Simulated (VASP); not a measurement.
# C (P4_332) in VASP: further runs

The runs below take C through single point, relaxation of cell and atoms, with PBE.

Everything below comes from runs of VASP 6.6.1. Logs are shortened: lines on timing, memory, paths and dates and some standing lists are left out, and cuts for length are marked.

## Step 1: The cell of the first run

Symmetry: P4_332, No. 212, cubic system. Conventional cell: a = 2.845 Å, b = 2.845 Å, c = 2.845 Å, α = 90.00°, β = 90.00°, γ = 90.00°. Within 2.3 Å of C (site symmetry 32) lie 6 C at 1.74 Å.

## Step 2: Single point, PBE

INCAR reads:

```
SYSTEM = C
  ALGO = Normal
  EDIFF = 1E-6
  ENCUT = 520
  GGA = PE
  ISIF = 2
  ISMEAR = 0
  LASPH = .True.
  LCHARG = .True.
  LELF = .True.
  LREAL = .False.
  LVHAR = .True.
  LWAVE = .False.
  NBANDS = 16
  NELM = 80
  PREC = Accurate
  SIGMA = 0.1
```

KPOINTS reads:

```
k-points
0
Gamma
  16 16 16
  0 0 0
```

POSCAR reads:

```
C
1.0
    2.8448138517      0.0000000000      0.0000000000
    0.0000000000      2.8448138517      0.0000000000
    0.0000000000      0.0000000000      2.8448138517
C
4
Direct
    0.6250000000      0.6250000000      0.6250000000
    0.8750000000      0.3750000000      0.1250000000
    0.1250000000      0.8750000000      0.3750000000
    0.3750000000      0.1250000000      0.8750000000
```

Potentials or basis: VASP PAW PBE potentials, release 64 (C).

Started as:

```sh
$ cat potpaw_PBE.64/C/POTCAR > POTCAR
$ mpirun -np 1 vasp_std > vasp.out
```

OUTCAR:

```text
SYSTEM = C
   EDIFF = 1E-6
   ENCUT = 520
   GGA = PE
   ISIF = 2
   ISMEAR = 0
   LASPH = .True.
   LREAL = .False.
   NELM = 80
   PREC = Accurate

 ion  position               nearest neighbor table
   1  0.625  0.625  0.625-   2 1.74   2 1.74   4 1.74   3 1.74   4 1.74   3 1.74
   2  0.875  0.375  0.125-   1 1.74   1 1.74   4 1.74   3 1.74   3 1.74   4 1.74
   3  0.125  0.875  0.375-   4 1.74   4 1.74   1 1.74   2 1.74   2 1.74   1 1.74
   4  0.375  0.125  0.875-   3 1.74   3 1.74   1 1.74   2 1.74   1 1.74   2 1.74

  LATTYP: Found a simple cubic cell.
 ALAT       =     2.8448138517

  Lattice vectors:

 A1 = (   2.8448138517,   0.0000000000,   0.0000000000)
 A2 = (   0.0000000000,   2.8448138517,   0.0000000000)
 A3 = (   0.0000000000,   0.0000000000,   2.8448138517)

Analysis of symmetry for initial positions (statically):
=====================================================================
 Subroutine PRICEL returns:
 Original cell was already a primitive cell.

 Routine SETGRP: Setting up the symmetry group for a
 simple cubic supercell.

 Subroutine GETGRP returns: Found 24 space group operations
 (whereof  3 operations were pure point group operations)
 out of a pool of 48 trial point group operations.

The static configuration has the point symmetry C_3 .
 The point group associated with its full space group is O   .

Analysis of symmetry for dynamics (positions and initial velocities):
=====================================================================
 Subroutine PRICEL returns:
 Original cell was already a primitive cell.

 Routine SETGRP: Setting up the symmetry group for a
 simple cubic supercell.

 Subroutine GETGRP returns: Found 24 space group operations
 (whereof  3 operations were pure point group operations)
 out of a pool of 48 trial point group operations.

The dynamic configuration has the point symmetry C_3 .
 The point group associated with its full space group is O   .

 Subroutine INISYM returns: Found 24 space group operations
 (whereof  3 operations are pure point group operations),
 and found     1 'primitive' translations

----------------------------------------------------------------------------------------

                                     Primitive cell

  volume of cell :      23.0230

  direct lattice vectors                    reciprocal lattice vectors
     2.844813852  0.000000000  0.000000000     0.351516849  0.000000000  0.000000000
     0.000000000  2.844813852  0.000000000     0.000000000  0.351516849  0.000000000
     0.000000000  0.000000000  2.844813852     0.000000000  0.000000000  0.351516849

  length of vectors
     2.844813852  2.844813852  2.844813852     0.351516849  0.351516849  0.351516849

  position of ions in fractional coordinates (direct lattice)
     0.625000000  0.625000000  0.625000000
     0.875000000  0.375000000  0.125000000
     0.125000000  0.875000000  0.375000000
     0.375000000  0.125000000  0.875000000

  ion indices of the primitive-cell ions
   primitive index   ion index
                 1           1
                 2           2
                 3           3
                 4           4

----------------------------------------------------------------------------------------

 KPOINTS: k-points

Automatic generation of k-mesh.
 Grid dimensions read from file:
 generate k-points for:   16   16   16

 Generating k-lattice:

  Cartesian coordinates                     Fractional coordinates (reciprocal lattice)
     0.021969803  0.000000000  0.000000000     0.062500000  0.000000000  0.000000000
     0.000000000  0.021969803  0.000000000     0.000000000  0.062500000  0.000000000
     0.000000000  0.000000000  0.021969803     0.000000000  0.000000000  0.062500000

  Length of vectors
     0.021969803  0.021969803  0.021969803

  Shift w.r.t. Gamma in fractional coordinates (k-lattice)
     0.000000000  0.000000000  0.000000000

 Subroutine IBZKPT returns following result:
 ===========================================

 Found    165 irreducible k-points:

 Following reciprocal coordinates:
            Coordinates               Weight
  0.000000  0.000000  0.000000      1.000000
  0.062500  0.000000  0.000000      6.000000
  0.125000  0.000000  0.000000      6.000000
  0.187500  0.000000  0.000000      6.000000
  0.250000  0.000000  0.000000      6.000000
  0.312500  0.000000  0.000000      6.000000
[... 16 lines left out ...]
  0.437500  0.125000  0.000000     24.000000
  0.500000  0.125000  0.000000     12.000000
 [... further k-points ...]
   k-points           NKPTS =    165   k-points in BZ     NKDIM =    165   number of bands    NBANDS=     16
   number of dos      NEDOS =    301   number of ions     NIONS =      4
   total plane-waves  NPLWV =  13824
   dimension x,y,z NGX =    24 NGY =   24 NGZ =   24
   dimension x,y,z NGXF=    48 NGYF=   48 NGZF=   48
   ions per type =               4
   NGX,Y,Z   is equivalent  to a cutoff of  14.03, 14.03, 14.03 a.u.
   NGXF,Y,Z  is equivalent  to a cutoff of  28.05, 28.05, 28.05 a.u.
 SYSTEM =  C
   PREC   = accura    normal or accurate (medium, high low for compatibility)
   ISTART =      0    job   : 0-new  1-cont  2-samecut
   ICHARG =      2    charge: 1-file 2-atom 10-const
   ISPIN  =      1    spin polarized calculation?
   LNONCOLLINEAR =      F non collinear calculations
   LSORBIT =      F    spin-orbit coupling
   LASPH  =      T    aspherical Exc in radial PAW
   ENCUT  =  520.0 eV  38.22 Ry    6.18 a.u.   5.29  5.29  5.29*2*pi/ulx,y,z
   NELM   =     80;   NELMIN=  2; NELMDL= -5     # of ELM steps
   EDIFF  = 0.1E-05   stopping-criterion for ELM
   LREAL  =      F    real-space projection
   EDIFFG = 0.1E-04   stopping-criterion for IOM
   NSW    =      0    number of steps for IOM
   IBRION =     -1    ionic relax: 0-MD 1-quasi-New 2-CG
   NFREE  =      0    steps in history (QN), initial steepest desc. (CG)
   ISIF   =      2    stress and relaxation
   ISYM   =      2    0-nonsym 1-usesym 2-fastsym
   POTIM  = 0.5000    time-step for ionic-motion
   TEBEG  =    0.0;   TEEND  =   0.0 temperature during run
   PSTRESS=    0.0 pullay stress
   NELECT =      16.0000    total number of electrons
   NUPDOWN=      -1.0000    fix difference up-down
   EMIN   =  10.00;   EMAX   =-10.00  energy-range for DOS
   EFERMI =   0.00;   METHOD = LEGACY
   ISMEAR =     0;   SIGMA  =   0.10  broadening in eV -4-tet -1-fermi 0-gaus
   EFERMI_NEDOS =   21; number of points for ismear=-14 and -15
   IALGO  =     38    algorithm
   IMIX   =      4    mixing-type and parameters
     AMIX     =   0.40;   BMIX     =  1.00
     AMIX_MAG =   1.60;   BMIX_MAG =  1.00
  volume/ion in A,a.u.               =       5.76        38.84
  Fermi-wavevector in a.u.,A,eV,Ry     =   1.450088  2.740269 28.609714  2.102755
  Thomas-Fermi vector in A             =   2.567740
   LORBIT       =      0    0 simple, 1 ext, 2 COOP (PROOUT), +10 PAW based schemes
   GGA     = PE    functional components
   LHFCALC =     F    Hartree Fock is set to
   AEXX    =    0.0000 exact exchange contribution
   IVDW    =     0    specifies the selected vdW correction
   LEPSILON=     F    determine dielectric tensor
   LRPA    =     F    only Hartree local field effects (RPA)
 non-spin polarized calculation
 Gauss-broadening in eV      SIGMA  =   0.10
  energy-cutoff  :      520.00
  volume of cell :       23.02
 maximum number of plane-waves:       638
 NGX is ok and might be reduce to    24
   NGX = 11   NGY = 11   NGZ = 11

 number of electron      15.9999997 magnetization

 Free energy of the ion-electron system (eV)
  ---------------------------------------------------
  ext. energy  EPLUGINS =         0.00000000
  ---------------------------------------------------
  free energy    TOTEN  =       -25.70930163 eV

  energy without entropy =      -25.70612368  energy(sigma->0) =      -25.70771266

 E-fermi :  11.4103     XC(G=0): -13.5671

 val. band max:       11.3992662424   @ k =   0.2500   0.2500   0.0000
 cond. band min:      11.4463383080   @ k =   0.2500   0.2500   0.1875
 fundamental gap:      0.0470720655
 Fermi energy:        11.4102751703

 k-point     1 :       0.0000    0.0000    0.0000
  band No.  band energies     occupation
      1     -11.6175      2.00000
      2       0.4499      2.00000
      3       0.4499      2.00000
      4       0.4499      2.00000
      5       5.4724      2.00000
      6       5.4724      2.00000
[... 8 lines left out ...]
     15      16.9347      0.00000
     16      23.0311      0.00000

 k-point     2 :       0.0625    0.0000    0.0000
  band No.  band energies     occupation
      1     -11.5594      2.00000
      2      -0.3752      2.00000
      3       0.4956      2.00000
      4       1.0801      2.00000
      5       4.7300      2.00000
      6       5.4983      2.00000
[... 8 lines left out ...]
     15      17.3155      0.00000
     16      22.9493      0.00000

 k-point     3 :       0.1250    0.0000    0.0000
  band No.  band energies     occupation
      1     -11.3851      2.00000
      2      -1.3932      2.00000
      3       0.6316      2.00000
      4       1.5772      2.00000
      5       4.3042      2.00000
      6       5.5706      2.00000
[... 8 lines left out ...]
     15      18.3940      0.00000
     16      22.7126      0.00000

 k-point     4 :       0.1875    0.0000    0.0000
  band No.  band energies     occupation
      1     -11.0954      2.00000
      2      -2.5333      2.00000
      3       0.8543      2.00000
      4       2.0039      2.00000
      5       4.1498      2.00000
      6       5.6721      2.00000
[... 8 lines left out ...]
     15      19.6140      0.00000
     16      22.3466      0.00000
[... 324 lines left out ...]
 k-point    22 :       0.3750    0.1250    0.0000
  band No.  band energies     occupation
      1      -9.3148      2.00000
      2      -5.7785      2.00000
      3       0.7646      2.00000
      4       2.8022      2.00000
      5       4.5363      2.00000
      6       5.1759      2.00000
[... 8 lines left out ...]
     15      21.3088      0.00000
     16      22.4100      0.00000

 k-point    23 :       0.4375    0.1250    0.0000
  band No.  band energies     occupation
      1      -8.5785      2.00000
      2      -6.8017      2.00000
      3       1.3204      2.00000
      4       2.4429      2.00000
      5       4.7975      2.00000
      6       5.0617      2.00000
[... 8 lines left out ...]
     15      21.7275      0.00000
     16      22.4031      0.00000

 k-point    24 :       0.5000    0.1250    0.0000
  band No.  band energies     occupation
      1      -7.7385      2.00000
      2      -7.7385      2.00000
      3       1.9047      2.00000
      4       1.9047      2.00000
      5       4.9766      2.00000
      6       4.9766      2.00000
[... 8 lines left out ...]
     15      22.1184      0.00000
     16      22.1184      0.00000

 [... further k-points ...]
[... 5 lines left out ...]
  --------------------------------------------------------------------------------------
  -------------------------------------------------------------------------------------
  Total        0.0108241      0.0108241      0.0108241      0.0000000      0.0000000      0.0000000
  in kB        0.7532529      0.7532529      0.7532529      0.0000000      0.0000000      0.0000000
  external PRESSURE =       0.7532529 kB  Pullay stress =       0.0000000 kB

 VOLUME and BASIS-vectors are now :
 -----------------------------------------------------------------------------
  energy-cutoff  :      520.00
  volume of cell :       23.02
      direct lattice vectors                 reciprocal lattice vectors
     2.844813852  0.000000000  0.000000000     0.351516849  0.000000000  0.000000000
     0.000000000  2.844813852  0.000000000     0.000000000  0.351516849  0.000000000
     0.000000000  0.000000000  2.844813852     0.000000000  0.000000000  0.351516849

 POSITION                                       TOTAL-FORCE (eV/Angst)
 -----------------------------------------------------------------------------------
      1.77801      1.77801      1.77801        -0.000000     -0.000000      0.000000
      2.48921      1.06681      0.35560        -0.000000      0.000000      0.000000
      0.35560      2.48921      1.06681         0.000000     -0.000000      0.000000
      1.06681      0.35560      2.48921         0.000000     -0.000000      0.000000
 -----------------------------------------------------------------------------------
    total drift:                                0.000000      0.000000      0.000000

  FREE ENERGIE OF THE ION-ELECTRON SYSTEM (eV)
  ---------------------------------------------------
  free  energy   TOTEN  =       -25.7093016295 eV

  energy  without entropy=      -25.7061236839  energy(sigma->0) =      -25.70771266
```

It took 47 s on 1 thread of AMD EPYC 7R43 (Zen 3), shared host; peak memory 0.13 GiB.

What came out:

```yaml
Free_energy: -25.7093 eV
Pressure: 0.1 GPa
Band_gap_on_the_k_mesh: zero (bands 8 and 9 overlap by 3.06 eV)
```

## Step 3: Relaxation of cell and atoms, PBE

INCAR reads:

```
ALGO = Normal
EDIFF = 1E-6
EDIFFG = -0.01
ENCUT = 600
GGA = PE
IBRION = 2
ISIF = 3
ISMEAR = 0
LASPH = T
LCHARG = F
LREAL = F
LWAVE = F
NELM = 100
NSW = 100
PREC = Accurate
SIGMA = 0.1
```

KPOINTS reads:

```
k-points
0
Gamma
  16 16 16
```

POSCAR reads:

```
C
1.0
    2.8448998587      0.0000000000      0.0000000000
    0.0000000000      2.8448998587      0.0000000000
    0.0000000000      0.0000000000      2.8448998587
C
4
Direct
    0.6250000000      0.6250000000      0.6250000000
    0.8750000000      0.3750000000      0.1250000000
    0.1250000000      0.8750000000      0.3750000000
    0.3750000000      0.1250000000      0.8750000000
```

Potentials or basis: VASP PAW PBE potentials, release 64 (C).

Started as:

```sh
$ cat potpaw_PBE.64/C/POTCAR > POTCAR
$ mpirun -np 1 vasp_std > vasp.out
```

Run time: 45 s. Hardware: 1 thread of AMD EPYC 7R43 (Zen 3), shared host; peak memory 0.13 GiB.

The run converged. Its results:

```
Free energy                           : -25.7118 eV
Relaxed volume                        : 5.75 Å³/atom
Relaxed cell                          : a = 2.844 Å, b = 2.844 Å, c = 2.844 Å, α = 90.00°, β = 90.00°, γ = 90.00°
Space group after relaxing (to 0.1 Å) : P4_332 (No. 212)
Energy gained by relaxing             : 0.0 meV/atom
Ionic steps                           : 2
Pressure after relaxing               : 0.1 GPa
Band gap on the k mesh                : zero (bands 8 and 9 overlap by 3.06 eV)
```

Final structure:
```
C
1.0
     2.84353    0.00000    0.00000
     0.00000    2.84353    0.00000
     0.00000    0.00000    2.84353
C
4
Direct
  0.62500 0.62500 0.62500
  0.87500 0.37500 0.12500
  0.12500 0.87500 0.37500
  0.37500 0.12500 0.87500
```

Levels at points of the mesh, in eV from the Fermi level:
```
           k point  band 5  band 6  band 7  band 8  band 9  band 10  band 11  band 12
(0.00, 0.00, 0.00)   -5.95   -5.95   -5.95    2.97    2.97     3.45     3.45     3.45
(0.50, 0.00, 0.00)   -6.09   -6.09   -3.54   -3.54    0.32     0.32     5.25     5.25
(0.50, 0.50, 0.00)   -5.46   -5.46   -2.01   -2.01    1.90     1.90     2.52     2.52
(0.50, 0.50, 0.50)   -9.83   -9.83   -9.83   -9.83    8.82     8.82     8.82     8.82
```

The gap in the log of VASP goes by the Fermi energy; the results here count the filled bands.